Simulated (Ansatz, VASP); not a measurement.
## WS2 in VASP and in Ansatz

The input INCAR:

```
SYSTEM = WS2
ALGO = Normal
EDIFF = 1E-6
ENCUT = 520
GGA = CA
ISIF = 2
ISMEAR = -1
LASPH = .True.
LCHARG = .False.
LREAL = .False.
LWAVE = .False.
NBANDS = 49
NELM = 80
PREC = Accurate
SIGMA = 0.05
```

KPOINTS

```
k-points
0
Gamma
  10 10 1
  0 0 0
```

File POSCAR:

```
WS2
1.0
    3.1829541699      0.0000000000      0.0000000000
   -1.5914770850      2.7565191702      0.0000000000
    0.0000000000      0.0000000000     28.5322178600
W S
3 6
Direct
    0.6666666667      0.3333333333      0.4343616800
    0.6666666667      0.3333333333      0.8855337800
    0.0000000000      0.0000000000      0.6592864300
    0.6666666667      0.3333333333      0.6046252100
    0.0000000000      0.0000000000      0.3797102500
    0.0000000000      0.0000000000      0.8308482800
    0.6666666667      0.3333333333      0.7139522100
    0.0000000000      0.0000000000      0.4890304200
    0.0000000000      0.0000000000      0.9401857300
```

input.yaml

```yaml
crystal:
  lattice:
    - [3.1829541699, 0.0, 0.0]
    - [-1.591477085, 2.7565191702, 0.0]
    - [0.0, 0.0, 28.53221786]
  atoms:
    - { symbol: W, position: [0.6666666667, 0.3333333333, 0.43436168] }
    - { symbol: W, position: [0.6666666667, 0.3333333333, 0.88553378] }
    - { symbol: W, position: [0.0, 0.0, 0.65928643] }
    - { symbol: S, position: [0.6666666667, 0.3333333333, 0.60462521] }
    - { symbol: S, position: [0.0, 0.0, 0.37971025] }
    - { symbol: S, position: [0.0, 0.0, 0.83084828] }
    - { symbol: S, position: [0.6666666667, 0.3333333333, 0.71395221] }
    - { symbol: S, position: [0.0, 0.0, 0.48903042] }
    - { symbol: S, position: [0.0, 0.0, 0.94018573] }
hamiltonian:
  xc: lda
  pseudopotentials: { kind: paw }
kpoints:
  mp_grid: { grid: [10, 10, 1] }
  band_path:
    path:
      - [[0.0, 0.0, 0.0], [0.5, 0.0, 0.0], [0.3333333333, 0.3333333333, 0.0], [0.0, 0.0, 0.0], [0.0, 0.0, 0.5], [0.5, 0.0, 0.5], [0.3333333333, 0.3333333333, 0.5], [0.0, 0.0, 0.5]]
      - [[0.5, 0.0, 0.5], [0.5, 0.0, 0.0]]
      - [[0.3333333333, 0.3333333333, 0.0], [0.3333333333, 0.3333333333, 0.5]]
    npoints: 10
scf:
  occupations: { method: fermi_dirac, width: 0.05 }
  n_extra_bands: 22
output:
  forces: true
  stress: true
  eigenvalues: true
  fatbands: true
```

Alike in both runs: functional LDA; k mesh 10 × 10 × 1; occupations fermi-dirac, width 0.05 eV; no spin polarisation.

```csv
,VASP,Ansatz
version,VASP 6.6.1,Ansatz 0.2.0
potentials or method,"VASP PAW LDA potentials, release 64 (W_sv, S)",Ansatz PAW
plane-wave cutoff (eV),520,420
valence electrons in the cell,78,78
task,single point,band structure
```

```tsv
	VASP	Ansatz	Ansatz less VASP
gap on the k mesh at the Fermi level (eV)	1.40	1.40	-0.009
least direct gap on the mesh (eV)	2.10	2.09	-0.009
rms of the force components (eV/Å)	0.142	0.163	+0.0215
```

LDA's correlation is that of Perdew and Zunger in VASP and of Perdew and Wang (1992) in Ansatz. Atom by atom the forces differ by 0.022 eV/Å (rms over components).

Neither program's run includes spin-orbit coupling. Noted on Ansatz's run: the k mesh misses the band edges, so the gap on the mesh is wider than the one along the path.
